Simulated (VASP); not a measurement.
# MoSe (Fm-3m) in VASP: settings compared

Aim: see how the results for MoSe move with the level of theory and the settings. Levels: PBE0, PBEsol-based global hybrid with 25 % exact exchange. Tasks: single point.

Program: VASP 6.6.1. These are calculated values, not measurements. Logs are shortened: lines on timing, memory, paths and dates and some standing lists are left out, and cuts for length are marked.

## 1. The cell of the first run

It takes space group Fm-3m (No. 225, cubic). The conventional cell has a = 5.786 Å, b = 5.786 Å, c = 5.786 Å, α = 90.00°, β = 90.00°, γ = 90.00°. Mo (site symmetry m-3m) has 6 Se at 2.89 Å within 3.8 Å. Within 3.8 Å of Se (site symmetry m-3m) lie 6 Mo at 2.89 Å.

## 2. Single point, PBE0

File POSCAR:

```
MoSe
1.0
    0.0000000000      2.8928795100      2.8928795100
    2.8928795100      0.0000000000      2.8928795100
    2.8928795100      2.8928795100      0.0000000000
Mo Se
1 1
Direct
    0.0000000000      0.0000000000      0.0000000000
    0.5000000000      0.5000000000      0.5000000000
```

File INCAR.step1:

```
SYSTEM = MoSe
PREC = Accurate ; ENCUT = 520
EDIFF = 1E-5 ; ISMEAR = -1
SIGMA = 0.05 ; LREAL = .False.
LASPH = .True. ; NELM = 80
ALGO = Normal ; ISIF = 2
LWAVE = .True. ; LCHARG = .False.
NBANDS = 17 ; GGA = PE
```

File INCAR.step2:

```
SYSTEM = MoSe
PREC = Accurate ; ENCUT = 520
EDIFF = 1E-7 ; ISMEAR = -1
SIGMA = 0.05 ; LREAL = .False.
LASPH = .True. ; NELM = 80
ALGO = Normal ; ISIF = 2
LWAVE = .False. ; LCHARG = .False.
GGA = PE ; LHFCALC = .True.
AEXX = 0.25 ; PRECFOCK = Normal
NBANDS = 17 ; ISTART = 1
```

File KPOINTS:

```
Automatic mesh
0
Gamma
  4 4 4
  0 0 0
```

Potentials or basis: VASP PAW PBE potentials, release 64 (Mo_sv, Se).

Run with:

```sh
$ cat potpaw_PBE.64/Mo_sv/POTCAR potpaw_PBE.64/Se/POTCAR > POTCAR
$ cp INCAR.step1 INCAR
$ mpirun -np 1 vasp_std > vasp.out
$ cp INCAR.step2 INCAR
$ mpirun -np 1 vasp_std > vasp.out
```

OUTCAR:

```text
SYSTEM = MoSe
   PREC = Accurate
   ENCUT = 520
   EDIFF = 1E-7
   ISMEAR = -1
   LREAL = .False.
   LASPH = .True.
   NELM = 80
   ISIF = 2
   GGA = PE
   LHFCALC = .True.
   AEXX = 0.25
   PRECFOCK = Normal
   ISTART = 1

 ion  position               nearest neighbor table
   1  0.000  0.000  0.000-   2 2.89   2 2.89   2 2.89   2 2.89   2 2.89   2 2.89
   2  0.500  0.500  0.500-   1 2.89   1 2.89   1 2.89   1 2.89   1 2.89   1 2.89

  LATTYP: Found a face centered cubic cell.
 ALAT       =     5.7857590200

  Lattice vectors:

 A1 = (   0.0000000000,   2.8928795100,   2.8928795100)
 A2 = (   2.8928795100,   0.0000000000,   2.8928795100)
 A3 = (   2.8928795100,   2.8928795100,   0.0000000000)

Analysis of symmetry for initial positions (statically):
=====================================================================
 Subroutine PRICEL returns:
 Original cell was already a primitive cell.

 Routine SETGRP: Setting up the symmetry group for a
 face centered cubic supercell.

 Subroutine GETGRP returns: Found 48 space group operations
 (whereof 48 operations were pure point group operations)
 out of a pool of 48 trial point group operations.

The static configuration has the point symmetry O_h .

Analysis of symmetry for dynamics (positions and initial velocities):
=====================================================================
 Subroutine PRICEL returns:
 Original cell was already a primitive cell.

 Routine SETGRP: Setting up the symmetry group for a
 face centered cubic supercell.

 Subroutine GETGRP returns: Found 48 space group operations
 (whereof 48 operations were pure point group operations)
 out of a pool of 48 trial point group operations.

The dynamic configuration has the point symmetry O_h .

 Subroutine INISYM returns: Found 48 space group operations
 (whereof 48 operations are pure point group operations),
 and found     1 'primitive' translations

----------------------------------------------------------------------------------------

                                     Primitive cell

  volume of cell :      48.4196

  direct lattice vectors                    reciprocal lattice vectors
     0.000000000  2.892879510  2.892879510    -0.172838170  0.172838170  0.172838170
     2.892879510  0.000000000  2.892879510     0.172838170 -0.172838170  0.172838170
     2.892879510  2.892879510  0.000000000     0.172838170  0.172838170 -0.172838170

  length of vectors
     4.091149437  4.091149437  4.091149437     0.299364492  0.299364492  0.299364492

  position of ions in fractional coordinates (direct lattice)
     0.000000000  0.000000000  0.000000000
     0.500000000  0.500000000  0.500000000

  ion indices of the primitive-cell ions
   primitive index   ion index
                 1           1
                 2           2

----------------------------------------------------------------------------------------

 KPOINTS: Automatic mesh

Automatic generation of k-mesh.
 Grid dimensions read from file:
 generate k-points for:    4    4    4

 Generating k-lattice:

  Cartesian coordinates                     Fractional coordinates (reciprocal lattice)
    -0.043209542  0.043209542  0.043209542     0.250000000  0.000000000  0.000000000
     0.043209542 -0.043209542  0.043209542     0.000000000  0.250000000  0.000000000
     0.043209542  0.043209542 -0.043209542     0.000000000  0.000000000  0.250000000

  Length of vectors
     0.074841123  0.074841123  0.074841123

  Shift w.r.t. Gamma in fractional coordinates (k-lattice)
     0.000000000  0.000000000  0.000000000

 Subroutine IBZKPT returns following result:
 ===========================================

 Found      8 irreducible k-points:

 Following reciprocal coordinates:
            Coordinates               Weight
  0.000000  0.000000  0.000000      1.000000
  0.250000  0.000000  0.000000      8.000000
  0.500000  0.000000  0.000000      4.000000
  0.250000  0.250000  0.000000      6.000000
  0.500000  0.250000  0.000000     24.000000
 -0.250000  0.250000  0.000000     12.000000
  0.500000  0.500000  0.000000      3.000000
 -0.250000  0.500000  0.250000      6.000000
   k-points           NKPTS =      8   k-points in BZ     NKDIM =     64   number of bands    NBANDS=     17
   number of dos      NEDOS =    301   number of ions     NIONS =      2
   total plane-waves  NPLWV =  27000
   dimension x,y,z NGX =    30 NGY =   30 NGZ =   30
   dimension x,y,z NGXF=    60 NGYF=   60 NGZF=   60
   ions per type =               1   1
   NGX,Y,Z   is equivalent  to a cutoff of  12.19, 12.19, 12.19 a.u.
   NGXF,Y,Z  is equivalent  to a cutoff of  24.38, 24.38, 24.38 a.u.
 SYSTEM =  MoSe
   PREC   = accura    normal or accurate (medium, high low for compatibility)
   ISTART =      1    job   : 0-new  1-cont  2-samecut
   ICHARG =      0    charge: 1-file 2-atom 10-const
   ISPIN  =      1    spin polarized calculation?
   LNONCOLLINEAR =      F non collinear calculations
   LSORBIT =      F    spin-orbit coupling
   LASPH  =      T    aspherical Exc in radial PAW
   ENCUT  =  520.0 eV  38.22 Ry    6.18 a.u.   7.61  7.61  7.61*2*pi/ulx,y,z
   NELM   =     80;   NELMIN=  2; NELMDL=  0     # of ELM steps
   EDIFF  = 0.1E-06   stopping-criterion for ELM
   LREAL  =      F    real-space projection
   EDIFFG = 0.1E-05   stopping-criterion for IOM
   NSW    =      0    number of steps for IOM
   IBRION =     -1    ionic relax: 0-MD 1-quasi-New 2-CG
   NFREE  =      0    steps in history (QN), initial steepest desc. (CG)
   ISIF   =      2    stress and relaxation
   ISYM   =      3    0-nonsym 1-usesym 2-fastsym
   POTIM  = 0.5000    time-step for ionic-motion
   TEBEG  =    0.0;   TEEND  =   0.0 temperature during run
   PSTRESS=    0.0 pullay stress
   NELECT =      20.0000    total number of electrons
   NUPDOWN=      -1.0000    fix difference up-down
   EMIN   =  10.00;   EMAX   =-10.00  energy-range for DOS
   EFERMI =   0.00;   METHOD = LEGACY
   ISMEAR =    -1;   SIGMA  =   0.05  broadening in eV -4-tet -1-fermi 0-gaus
   EFERMI_NEDOS =   21; number of points for ismear=-14 and -15
   IALGO  =     38    algorithm
   IMIX   =      1    mixing-type and parameters
     AMIX     =   0.40;   BMIX     =  1.00
     AMIX_MAG =   1.60;   BMIX_MAG =  1.00
  volume/ion in A,a.u.               =      24.21       163.38
  Fermi-wavevector in a.u.,A,eV,Ry     =   1.219208  2.303969 20.224628  1.486468
  Thomas-Fermi vector in A             =   2.354468
   LORBIT       =      0    0 simple, 1 ext, 2 COOP (PROOUT), +10 PAW based schemes
   GGA     = PE    functional components
   LHFCALC =     T    Hartree Fock is set to
   PRECFOCK=normal    Normal, Fast or Accurate (Low or Medium for compatibility)
   ENCUT4O =  -1.0   cutoff for four orbital integrals eV
   NKREDX  =     1    reduce k-point grid by
   NKREDY  =     1    reduce k-point grid by
   NKREDZ  =     1    reduce k-point grid by
   AEXX    =    0.2500 exact exchange contribution
   HFSCREEN=    0.0000 screening length (either q_TF or 0.3 A-1)
   HFSCREENC=   0.0000 screening length for correlation (either q_TF or 0.3 A-1)
   ENCUTFOCK=  -1.0 apply spherical cutoff to Coloumb kernel
   IVDW    =     0    specifies the selected vdW correction
   LEPSILON=     F    determine dielectric tensor
   LRPA    =     F    only Hartree local field effects (RPA)
 non-spin polarized calculation
  energy-cutoff  :      520.00
  volume of cell :       48.42
 maximum number of plane-waves:      1323
  NGX = 24; NGY = 24; NGZ = 24

 number of electron      20.0000001 magnetization

 Free energy of the ion-electron system (eV)
  ---------------------------------------------------
  ext. energy  EPLUGINS =         0.00000000
  ---------------------------------------------------
  free energy    TOTEN  =       -16.10004520 eV

  energy without entropy =      -16.07398026  energy(sigma->0) =      -16.08701273

 E-fermi :   5.7774     XC(G=0):  -8.1116

 val. band max:        5.7689941576   @ k =   0.5000   0.2500   0.0000
 cond. band min:       6.1860257512   @ k =   0.2500   0.2500   0.0000
 fundamental gap:      0.4170315936
 Fermi energy:         5.7774165326

 k-point     1 :       0.0000    0.0000    0.0000
  band No.  band energies     occupation
      1     -60.1021      2.00000
      2     -32.7381      2.00000
      3     -32.7381      2.00000
      4     -32.7381      2.00000
      5     -10.4282      2.00000
      6       3.0318      2.00000
[... 9 lines left out ...]
     16      17.0459      0.00000
     17      17.0459      0.00000

 k-point     2 :       0.2500    0.0000    0.0000
  band No.  band energies     occupation
      1     -60.1013      2.00000
      2     -32.7587      2.00000
      3     -32.7416      2.00000
      4     -32.7416      2.00000
      5     -10.0243      2.00000
      6       0.2175      2.00000
[... 9 lines left out ...]
     16      14.8218      0.00000
     17      14.8218      0.00000

 k-point     3 :       0.5000    0.0000    0.0000
  band No.  band energies     occupation
      1     -60.1004      2.00000
      2     -32.7799      2.00000
      3     -32.7451      2.00000
      4     -32.7451      2.00000
      5      -9.5487      2.00000
      6      -1.4212      2.00000
[... 9 lines left out ...]
     16      12.4959      0.00000
     17      15.1309      0.00000

 k-point     4 :       0.2500    0.2500    0.0000
  band No.  band energies     occupation
      1     -60.1010      2.00000
      2     -32.7565      2.00000
      3     -32.7484      2.00000
      4     -32.7484      2.00000
      5      -9.9702      2.00000
      6      -0.0195      2.00000
[... 9 lines left out ...]
     16      14.6660      0.00000
     17      15.5627      0.00000

 k-point     5 :       0.5000    0.2500    0.0000
  band No.  band energies     occupation
      1     -60.1001      2.00000
      2     -32.7732      2.00000
      3     -32.7565      2.00000
      4     -32.7535      2.00000
      5      -9.6049      2.00000
      6      -0.5637      2.00000
[... 9 lines left out ...]
     16      14.6103      0.00000
     17      15.1391      0.00000

 k-point     6 :      -0.2500    0.2500    0.0000
  band No.  band energies     occupation
      1     -60.1004      2.00000
      2     -32.7689      2.00000
      3     -32.7568      2.00000
      4     -32.7461      2.00000
      5      -9.6622      2.00000
      6      -0.6609      2.00000
[... 9 lines left out ...]
     16      13.4332      0.00000
     17      13.8575      0.00000

 k-point     7 :       0.5000    0.5000    0.0000
  band No.  band energies     occupation
      1     -60.0998      2.00000
      2     -32.7760      2.00000
      3     -32.7600      2.00000
      4     -32.7600      2.00000
      5      -9.6545      2.00000
      6      -0.1973      2.00000
[... 9 lines left out ...]
     16      15.5315      0.00000
     17      17.9640      0.00000

 k-point     8 :      -0.2500    0.5000    0.2500
  band No.  band energies     occupation
      1     -60.0999      2.00000
      2     -32.7672      2.00000
      3     -32.7672      2.00000
      4     -32.7599      2.00000
      5      -9.5505      2.00000
      6       0.3241      2.00000
[... 9 lines left out ...]
     16      13.9861      0.00000
     17      13.9861      0.00000

------------------------ aborting loop because EDIFF is reached ----------------------------------------

  FORCE on cell =-STRESS in cart. coord.  units (eV):
  Direction    XX          YY          ZZ          XY          YZ          ZX
  --------------------------------------------------------------------------------------
  -------------------------------------------------------------------------------------
  Total       -7.4544044     -7.4544044     -7.4544044     -0.0000000     -0.0000000      0.0000000
  in kB     -246.6621430   -246.6621430   -246.6621430     -0.0000000     -0.0000000      0.0000000
  external PRESSURE =    -246.6621430 kB  Pullay stress =       0.0000000 kB

 VOLUME and BASIS-vectors are now :
 -----------------------------------------------------------------------------
  energy-cutoff  :      520.00
  volume of cell :       48.42
      direct lattice vectors                 reciprocal lattice vectors
     0.000000000  2.892879510  2.892879510    -0.172838170  0.172838170  0.172838170
     2.892879510  0.000000000  2.892879510     0.172838170 -0.172838170  0.172838170
     2.892879510  2.892879510  0.000000000     0.172838170  0.172838170 -0.172838170

 POSITION                                       TOTAL-FORCE (eV/Angst)
 -----------------------------------------------------------------------------------
      0.00000      0.00000      0.00000         0.000000      0.000000      0.000000
      2.89288      2.89288      2.89288        -0.000000     -0.000000     -0.000000
 -----------------------------------------------------------------------------------
    total drift:                               -0.000000     -0.000000     -0.000000

  FREE ENERGIE OF THE ION-ELECTRON SYSTEM (eV)
  ---------------------------------------------------
  free  energy   TOTEN  =       -16.1000451987 eV

  energy  without entropy=      -16.0739802579  energy(sigma->0) =      -16.08701273
```

It took 5.6 min on 1 thread of Intel Xeon 6975P-C (Granite Rapids), shared host; peak memory 0.17 GiB.

Results:

```yaml
Free_energy: -16.1000 eV
Pressure: -24.7 GPa
Band_gap_on_the_k_mesh: zero (bands 10 and 11 overlap by 1.86 eV)
```

Caveat: the k points lie up to 0.47 Å⁻¹ apart, too coarse for converged energies and pressures of a metal; the PAW data sets were made with another functional, which shifts forces and pressure a little.

## 3. Single point, PBEsol-based global hybrid with 25 % exact exchange

POSCAR is that of step 2.

File INCAR.step1:

```
SYSTEM = MoSe
PREC = Accurate ; ENCUT = 520
EDIFF = 1E-5 ; ISMEAR = -1
SIGMA = 0.05 ; LREAL = .FALSE.
LASPH = .TRUE. ; NELM = 100
ALGO = Normal ; ISIF = 2
LWAVE = .TRUE. ; LCHARG = .FALSE.
GGA = PE ; NBANDS = 17
```

File INCAR.step2:

```
SYSTEM = MoSe
PREC = Accurate ; ENCUT = 520
EDIFF = 1E-6 ; ISMEAR = -1
SIGMA = 0.05 ; LREAL = .FALSE.
LASPH = .TRUE. ; NELM = 100
ALGO = Normal ; ISIF = 2
LWAVE = .FALSE. ; LCHARG = .FALSE.
GGA = PS ; LHFCALC = .TRUE.
AEXX = 0.25 ; PRECFOCK = Normal
ISTART = 1 ; NBANDS = 17
```

File KPOINTS:

```
regular mesh
0
G
  4 4 4
  0 0 0
```

Potentials or basis: VASP PAW PBE potentials, release 64 (Mo_sv, Se).

Run with:

```sh
$ cat potpaw_PBE.64/Mo_sv/POTCAR potpaw_PBE.64/Se/POTCAR > POTCAR
$ cp INCAR.step1 INCAR
$ mpirun -np 1 vasp_std > vasp.out
$ cp INCAR.step2 INCAR
$ mpirun -np 1 vasp_std > vasp.out
```

OUTCAR:

```text
SYSTEM = MoSe
   PREC = Accurate
   ENCUT = 520
   EDIFF = 1E-6
   ISMEAR = -1
   LREAL = .FALSE.
   LASPH = .TRUE.
   NELM = 100
   ISIF = 2
   GGA = PS
   LHFCALC = .TRUE.
   AEXX = 0.25
   PRECFOCK = Normal
   ISTART = 1

 ion  position               nearest neighbor table
   1  0.000  0.000  0.000-   2 2.89   2 2.89   2 2.89   2 2.89   2 2.89   2 2.89
   2  0.500  0.500  0.500-   1 2.89   1 2.89   1 2.89   1 2.89   1 2.89   1 2.89

  LATTYP: Found a face centered cubic cell.
 ALAT       =     5.7857590200

  Lattice vectors:

 A1 = (   0.0000000000,   2.8928795100,   2.8928795100)
 A2 = (   2.8928795100,   0.0000000000,   2.8928795100)
 A3 = (   2.8928795100,   2.8928795100,   0.0000000000)

Analysis of symmetry for initial positions (statically):
=====================================================================
 Subroutine PRICEL returns:
 Original cell was already a primitive cell.

 Routine SETGRP: Setting up the symmetry group for a
 face centered cubic supercell.

 Subroutine GETGRP returns: Found 48 space group operations
 (whereof 48 operations were pure point group operations)
[... 151 lines left out ...]

  energy without entropy =      -16.70766542  energy(sigma->0) =      -16.72066688

 E-fermi :   5.6883     XC(G=0):  -8.2221

 val. band max:        5.6799152959   @ k =   0.5000   0.2500   0.0000
 cond. band min:       6.1005651607   @ k =   0.2500   0.2500   0.0000
 fundamental gap:      0.4206498648
 Fermi energy:         5.6882906222

 k-point     1 :       0.0000    0.0000    0.0000
  band No.  band energies     occupation
      1     -60.1521      2.00000
      2     -32.7989      2.00000
      3     -32.7989      2.00000
      4     -32.7989      2.00000
      5     -10.5450      2.00000
      6       2.9339      2.00000
[... 137 lines left out ...]
      4     -32.8207      2.00000
      5      -9.6643      2.00000
      6       0.2108      2.00000
[... 9 lines left out ...]
     16      13.8632      0.00000
     17      13.8632      0.00000

------------------------ aborting loop because EDIFF is reached ----------------------------------------

  FORCE on cell =-STRESS in cart. coord.  units (eV):
  Direction    XX          YY          ZZ          XY          YZ          ZX
  --------------------------------------------------------------------------------------
  -------------------------------------------------------------------------------------
  Total       -8.2126621     -8.2126621     -8.2126621      0.0000000     -0.0000000      0.0000000
  in kB     -271.7524717   -271.7524717   -271.7524717      0.0000000     -0.0000000      0.0000000
  external PRESSURE =    -271.7524717 kB  Pullay stress =       0.0000000 kB

 VOLUME and BASIS-vectors are now :
 -----------------------------------------------------------------------------
  energy-cutoff  :      520.00
  volume of cell :       48.42
      direct lattice vectors                 reciprocal lattice vectors
     0.000000000  2.892879510  2.892879510    -0.172838170  0.172838170  0.172838170
     2.892879510  0.000000000  2.892879510     0.172838170 -0.172838170  0.172838170
     2.892879510  2.892879510  0.000000000     0.172838170  0.172838170 -0.172838170

 POSITION                                       TOTAL-FORCE (eV/Angst)
 -----------------------------------------------------------------------------------
      0.00000      0.00000      0.00000         0.000000      0.000000      0.000000
      2.89288      2.89288      2.89288        -0.000000      0.000000     -0.000000
 -----------------------------------------------------------------------------------
    total drift:                               -0.000000     -0.000000      0.000000

  FREE ENERGIE OF THE ION-ELECTRON SYSTEM (eV)
  ---------------------------------------------------
  free  energy   TOTEN  =       -16.7336683436 eV

  energy  without entropy=      -16.7076654193  energy(sigma->0) =      -16.72066688
```

OUTCAR.step1:

```text
SYSTEM = MoSe
   PREC = Accurate
   ENCUT = 520
   EDIFF = 1E-5
   ISMEAR = -1
   LREAL = .FALSE.
[... 362 lines left out ...]
      0.00000      0.00000      0.00000         0.000000      0.000000      0.000000
      2.89288      2.89288      2.89288        -0.000000      0.000000     -0.000000
 -----------------------------------------------------------------------------------
    total drift:                               -0.000000      0.000000      0.000000

  FREE ENERGIE OF THE ION-ELECTRON SYSTEM (eV)
  ---------------------------------------------------
  free  energy   TOTEN  =       -12.2406459829 eV

  energy  without entropy=      -12.1874881812  energy(sigma->0) =      -12.21406708
```

It took 5.2 min on 1 thread of Intel Xeon 6975P-C (Granite Rapids), shared host; peak memory 0.17 GiB.

What came out:

* Free energy: -16.7337 eV
* Pressure: -27.2 GPa
* Band gap on the k mesh: zero (bands 10 and 11 overlap by 1.87 eV)

Caveat: the k points lie up to 0.47 Å⁻¹ apart, too coarse for converged energies and pressures of a metal; the PAW data sets were made with another functional, which shifts forces and pressure a little.

The gap in the log of VASP goes by the Fermi energy; the results here count the filled bands.